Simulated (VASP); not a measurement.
# Cd2S (I4/mmm) in VASP: further runs

The runs below take Cd2S through single point, relaxation of cell and atoms, with PBE.

All numbers are computed with VASP 6.6.1; they aren't measurements. Logs are shortened: lines on timing, memory, paths and dates and some standing lists are left out, and cuts for length are marked.

## Step 1: The cell of the first run

The structure is tetragonal, space group I4/mmm (No. 139). The conventional cell has a = 4.468 Å, b = 4.468 Å, c = 7.409 Å, α = 90.00°, β = 90.00°, γ = 90.00°. Cd (site symmetry 4mm) has 1 S at 2.34 Å and 1 Cd at 2.72 Å within 3.1 Å. Within 3.1 Å of S (site symmetry 4/mmm) lie 2 Cd at 2.34 Å.

The cell was built from a structure type or drawn by symmetry, and may not be a known phase.

## Step 2: Single point, PBE

INCAR reads:

```
SYSTEM = Cd2S
PREC = Accurate
ENCUT = 520
EDIFF = 1E-6
ISMEAR = 0
SIGMA = 0.1
LREAL = .FALSE.
LASPH = .TRUE.
NELM = 80
ALGO = Normal
ISIF = 2
LWAVE = .FALSE.
LCHARG = .FALSE.
GGA = PE
NBANDS = 22
```

KPOINTS reads:

```
regular mesh
0
G
  6 6 6
  0 0 0
```

POSCAR reads:

```
Cd2S
1.0
   -2.2337837200      2.2337837200      3.7043044900
    2.2337837200     -2.2337837200      3.7043044900
    2.2337837200      2.2337837200     -3.7043044900
Cd S
2 1
Direct
    0.6837205600      0.6837205600      0.0000000000
    0.3162794400      0.3162794400      0.0000000000
    0.0000000000      0.0000000000      0.0000000000
```

Potentials or basis: VASP PAW PBE potentials, release 64 (Cd, S).

On the command line:

```sh
> cat potpaw_PBE.64/Cd/POTCAR potpaw_PBE.64/S/POTCAR > POTCAR
> mpirun -np 1 vasp_std > vasp.out
```

OUTCAR:

```text
SYSTEM = Cd2S
   PREC = Accurate
   ENCUT = 520
   EDIFF = 1E-6
   ISMEAR = 0
   LREAL = .FALSE.
   LASPH = .TRUE.
   NELM = 80
   ISIF = 2
   GGA = PE

 ion  position               nearest neighbor table
   1  0.684  0.684  0.000-   3 2.34   2 2.72   2 3.31   2 3.31   2 3.31   2 3.31
   2  0.316  0.316  0.000-   3 2.34   1 2.72   1 3.31   1 3.31   1 3.31   1 3.31
   3  0.000  0.000  0.000-   1 2.34   2 2.34

  LATTYP: Found a body centered tetragonal cell.
 ALAT       =     4.4675674400
 C/A-ratio  =     1.6583093774

  Lattice vectors:

 A1 = (  -2.2337837200,   2.2337837200,   3.7043044900)
 A2 = (   2.2337837200,  -2.2337837200,   3.7043044900)
 A3 = (   2.2337837200,   2.2337837200,  -3.7043044900)

Analysis of symmetry for initial positions (statically):
=====================================================================
 Subroutine PRICEL returns:
 Original cell was already a primitive cell.

 Routine SETGRP: Setting up the symmetry group for a
 body centered tetragonal supercell.

 Subroutine GETGRP returns: Found 16 space group operations
 (whereof 16 operations were pure point group operations)
 out of a pool of 16 trial point group operations.

The static configuration has the point symmetry D_4h.

Analysis of symmetry for dynamics (positions and initial velocities):
=====================================================================
 Subroutine PRICEL returns:
 Original cell was already a primitive cell.

 Routine SETGRP: Setting up the symmetry group for a
 body centered tetragonal supercell.

 Subroutine GETGRP returns: Found 16 space group operations
 (whereof 16 operations were pure point group operations)
 out of a pool of 16 trial point group operations.

The dynamic configuration has the point symmetry D_4h.

 Subroutine INISYM returns: Found 16 space group operations
 (whereof 16 operations are pure point group operations),
 and found     1 'primitive' translations

----------------------------------------------------------------------------------------

                                     Primitive cell

  volume of cell :      73.9348

  direct lattice vectors                    reciprocal lattice vectors
    -2.233783720  2.233783720  3.704304490     0.000000000  0.223835457  0.134978105
     2.233783720 -2.233783720  3.704304490     0.223835457  0.000000000  0.134978105
     2.233783720  2.233783720 -3.704304490     0.223835457  0.223835457  0.000000000

  length of vectors
     4.868413619  4.868413619  4.868413619     0.261383627  0.261383627  0.316551139

  position of ions in fractional coordinates (direct lattice)
     0.683720560  0.683720560  0.000000000
     0.316279440  0.316279440  0.000000000
     0.000000000  0.000000000  0.000000000

  ion indices of the primitive-cell ions
   primitive index   ion index
                 1           1
                 2           2
                 3           3

----------------------------------------------------------------------------------------

 KPOINTS: regular mesh

Automatic generation of k-mesh.
 Grid dimensions read from file:
 generate k-points for:    6    6    6

 Generating k-lattice:

  Cartesian coordinates                     Fractional coordinates (reciprocal lattice)
     0.000000000  0.037305910  0.022496351     0.166666667  0.000000000 -0.000000000
     0.037305910  0.000000000  0.022496351     0.000000000  0.166666667 -0.000000000
     0.037305910  0.037305910  0.000000000     0.000000000  0.000000000  0.166666667

  Length of vectors
     0.043563938  0.043563938  0.052758523

  Shift w.r.t. Gamma in fractional coordinates (k-lattice)
     0.000000000  0.000000000  0.000000000

 Subroutine IBZKPT returns following result:
 ===========================================

 Found     30 irreducible k-points:

 Following reciprocal coordinates:
            Coordinates               Weight
  0.000000  0.000000  0.000000      1.000000
  0.166667 -0.000000  0.000000      8.000000
  0.333333  0.000000  0.000000      8.000000
  0.500000  0.000000  0.000000      4.000000
  0.166667  0.166667  0.000000      8.000000
  0.333333  0.166667  0.000000     16.000000
[... 16 lines left out ...]
 -0.333333 -0.333333  0.166667      8.000000
 -0.166667 -0.333333  0.166667      8.000000
 [... further k-points ...]
   k-points           NKPTS =     30   k-points in BZ     NKDIM =     30   number of bands    NBANDS=     22
   number of dos      NEDOS =    301   number of ions     NIONS =      3
   total plane-waves  NPLWV =  46656
   dimension x,y,z NGX =    36 NGY =   36 NGZ =   36
   dimension x,y,z NGXF=    72 NGYF=   72 NGZF=   72
   ions per type =               2   1
   NGX,Y,Z   is equivalent  to a cutoff of  12.29, 12.29, 12.29 a.u.
   NGXF,Y,Z  is equivalent  to a cutoff of  24.59, 24.59, 24.59 a.u.
 SYSTEM =  Cd2S
   PREC   = accura    normal or accurate (medium, high low for compatibility)
   ISTART =      0    job   : 0-new  1-cont  2-samecut
   ICHARG =      2    charge: 1-file 2-atom 10-const
   ISPIN  =      1    spin polarized calculation?
   LNONCOLLINEAR =      F non collinear calculations
   LSORBIT =      F    spin-orbit coupling
   LASPH  =      T    aspherical Exc in radial PAW
   ENCUT  =  520.0 eV  38.22 Ry    6.18 a.u.   9.05  9.05  9.05*2*pi/ulx,y,z
   NELM   =     80;   NELMIN=  2; NELMDL= -5     # of ELM steps
   EDIFF  = 0.1E-05   stopping-criterion for ELM
   LREAL  =      F    real-space projection
   EDIFFG = 0.1E-04   stopping-criterion for IOM
   NSW    =      0    number of steps for IOM
   IBRION =     -1    ionic relax: 0-MD 1-quasi-New 2-CG
   NFREE  =      0    steps in history (QN), initial steepest desc. (CG)
   ISIF   =      2    stress and relaxation
   ISYM   =      2    0-nonsym 1-usesym 2-fastsym
   POTIM  = 0.5000    time-step for ionic-motion
   TEBEG  =    0.0;   TEEND  =   0.0 temperature during run
   PSTRESS=    0.0 pullay stress
   NELECT =      30.0000    total number of electrons
   NUPDOWN=      -1.0000    fix difference up-down
   EMIN   =  10.00;   EMAX   =-10.00  energy-range for DOS
   EFERMI =   0.00;   METHOD = LEGACY
   ISMEAR =     0;   SIGMA  =   0.10  broadening in eV -4-tet -1-fermi 0-gaus
   EFERMI_NEDOS =   21; number of points for ismear=-14 and -15
   IALGO  =     38    algorithm
   IMIX   =      4    mixing-type and parameters
     AMIX     =   0.40;   BMIX     =  1.00
     AMIX_MAG =   1.60;   BMIX_MAG =  1.00
  volume/ion in A,a.u.               =      24.64       166.31
  Fermi-wavevector in a.u.,A,eV,Ry     =   1.211990  2.290329 19.985858  1.468919
  Thomas-Fermi vector in A             =   2.347488
   LORBIT       =      0    0 simple, 1 ext, 2 COOP (PROOUT), +10 PAW based schemes
   GGA     = PE    functional components
   LHFCALC =     F    Hartree Fock is set to
   AEXX    =    0.0000 exact exchange contribution
   IVDW    =     0    specifies the selected vdW correction
   LEPSILON=     F    determine dielectric tensor
   LRPA    =     F    only Hartree local field effects (RPA)
 non-spin polarized calculation
 Gauss-broadening in eV      SIGMA  =   0.10
  energy-cutoff  :      520.00
  volume of cell :       73.93
 maximum number of plane-waves:      2026
   NGX = 19   NGY = 19   NGZ = 19

 number of electron      30.0000003 magnetization

 Free energy of the ion-electron system (eV)
  ---------------------------------------------------
  ext. energy  EPLUGINS =         0.00000000
  ---------------------------------------------------
  free energy    TOTEN  =        -5.04737518 eV

  energy without entropy =       -5.04196279  energy(sigma->0) =       -5.04466899

 E-fermi :   2.3899     XC(G=0):  -9.6781

 val. band max:        2.3475161169   @ k =  -0.1667   0.5000   0.1667
 cond. band min:       2.4545768591   @ k =   0.3333   0.1667   0.0000
 fundamental gap:      0.1070607422
 Fermi energy:         2.3898511613

 k-point     1 :       0.0000    0.0000    0.0000
  band No.  band energies     occupation
      1     -11.0270      2.00000
      2      -6.7639      2.00000
      3      -6.7453      2.00000
      4      -6.7440      2.00000
      5      -6.7440      2.00000
      6      -6.7183      2.00000
[... 14 lines left out ...]
     21       9.3766      0.00000
     22       9.3766      0.00000

 k-point     2 :       0.1667   -0.0000    0.0000
  band No.  band energies     occupation
      1     -10.9603      2.00000
      2      -7.0917      2.00000
      3      -6.8061      2.00000
      4      -6.7387      2.00000
      5      -6.5892      2.00000
      6      -6.5247      2.00000
[... 14 lines left out ...]
     21       8.8611      0.00000
     22       9.2991      0.00000

 k-point     3 :       0.3333    0.0000    0.0000
  band No.  band energies     occupation
      1     -10.8200      2.00000
      2      -7.3581      2.00000
      3      -6.7809      2.00000
      4      -6.6949      2.00000
      5      -6.5135      2.00000
      6      -6.4706      2.00000
[... 14 lines left out ...]
     21      10.3296      0.00000
     22      11.2365      0.00000

 k-point     4 :       0.5000    0.0000    0.0000
  band No.  band energies     occupation
      1     -10.7460      2.00000
      2      -7.4650      2.00000
      3      -6.7042      2.00000
      4      -6.6454      2.00000
      5      -6.6013      2.00000
      6      -6.4487      2.00000
[... 14 lines left out ...]
     21      10.8952      0.00000
     22      11.7653      0.00000

 k-point     5 :       0.1667    0.1667    0.0000
  band No.  band energies     occupation
      1     -10.8616      2.00000
      2      -7.3652      2.00000
      3      -6.7552      2.00000
      4      -6.6981      2.00000
      5      -6.5703      2.00000
      6      -6.5151      2.00000
[... 417 lines left out ...]
 k-point    22 :      -0.1667    0.5000    0.1667
  band No.  band energies     occupation
      1     -10.7608      2.00000
      2      -7.3259      2.00000
      3      -6.6820      2.00000
      4      -6.6424      2.00000
      5      -6.6035      2.00000
      6      -6.4897      2.00000
[... 14 lines left out ...]
     21       9.9024      0.00000
     22      11.0393      0.00000

 k-point    23 :      -0.3333   -0.3333    0.1667
  band No.  band energies     occupation
      1     -10.7723      2.00000
      2      -7.3193      2.00000
      3      -6.6641      2.00000
      4      -6.6147      2.00000
      5      -6.6146      2.00000
      6      -6.5476      2.00000
[... 14 lines left out ...]
     21      11.5356      0.00000
     22      11.7137      0.00000

 k-point    24 :      -0.1667   -0.3333    0.1667
  band No.  band energies     occupation
      1     -10.8187      2.00000
      2      -7.4652      2.00000
      3      -6.7137      2.00000
      4      -6.6356      2.00000
      5      -6.5796      2.00000
      6      -6.5702      2.00000
[... 14 lines left out ...]
     21       9.9680      0.00000
     22      12.1199      0.00000

 [... further k-points ...]

------------------------ aborting loop because EDIFF is reached ----------------------------------------

  FORCE on cell =-STRESS in cart. coord.  units (eV):
  Direction    XX          YY          ZZ          XY          YZ          ZX
  --------------------------------------------------------------------------------------
  -------------------------------------------------------------------------------------
  Total        1.3833047      1.3833047      5.9367191      0.0000000      0.0000000      0.0000000
  in kB       29.9764033     29.9764033    128.6495200      0.0000000      0.0000000      0.0000000
  external PRESSURE =      62.8674422 kB  Pullay stress =       0.0000000 kB

 VOLUME and BASIS-vectors are now :
 -----------------------------------------------------------------------------
  energy-cutoff  :      520.00
  volume of cell :       73.93
      direct lattice vectors                 reciprocal lattice vectors
    -2.233783720  2.233783720  3.704304490     0.000000000  0.223835457  0.134978105
     2.233783720 -2.233783720  3.704304490     0.223835457  0.000000000  0.134978105
     2.233783720  2.233783720 -3.704304490     0.223835457  0.223835457  0.000000000

 POSITION                                       TOTAL-FORCE (eV/Angst)
 -----------------------------------------------------------------------------------
      0.00000      0.00000      5.06542        -0.000000     -0.000000     -1.671130
      0.00000      0.00000      2.34319         0.000000      0.000000      1.671130
      0.00000      0.00000      0.00000         0.000000      0.000000     -0.000000
 -----------------------------------------------------------------------------------
    total drift:                                0.000000     -0.000000      0.000000

  FREE ENERGIE OF THE ION-ELECTRON SYSTEM (eV)
  ---------------------------------------------------
  free  energy   TOTEN  =        -5.0473751835 eV

  energy  without entropy=       -5.0419627916  energy(sigma->0) =       -5.04466899
```

Wall time 23 s (1 thread of Intel Xeon 6975P-C (Granite Rapids), shared host); peak memory 0.22 GiB.

Results:

```
Free energy            : -5.0474 eV
Pressure               : 6.3 GPa
Largest force          : 1.671 eV/Å
Band gap on the k mesh : 0.11 eV (least direct gap 0.38 eV)
```

Forces in eV/Å, atoms in the order of the input:
```
Cd   0.000  0.000 -1.671
Cd   0.000  0.000  1.671
S    0.000  0.000  0.000
```

Levels at points of the mesh, in eV from the valence-band top:
```tsv
k point	band 12	band 13	band 14	band 15	band 16	band 17	band 18	band 19
(0.00, 0.00, 0.00)	-3.94	-2.94	-1.64	-1.64	2.94	2.94	3.48	4.84
(0.50, 0.00, 0.00)	-5.52	-3.19	-1.84	-0.92	0.65	3.32	3.43	4.69
(0.50, 0.50, 0.00)	-4.25	-4.10	-2.65	-2.18	0.44	3.32	4.09	5.20
(0.50, 0.50, 0.50)	-6.52	-2.83	-2.83	-1.98	3.01	4.46	4.73	4.73
```

Caveat: the cell stands under pressure; forces of over 1 eV/Å act on the atoms, so gaps and moduli don't describe the material at rest. A k mesh can miss the band edges.

[end of part 1 of 3]
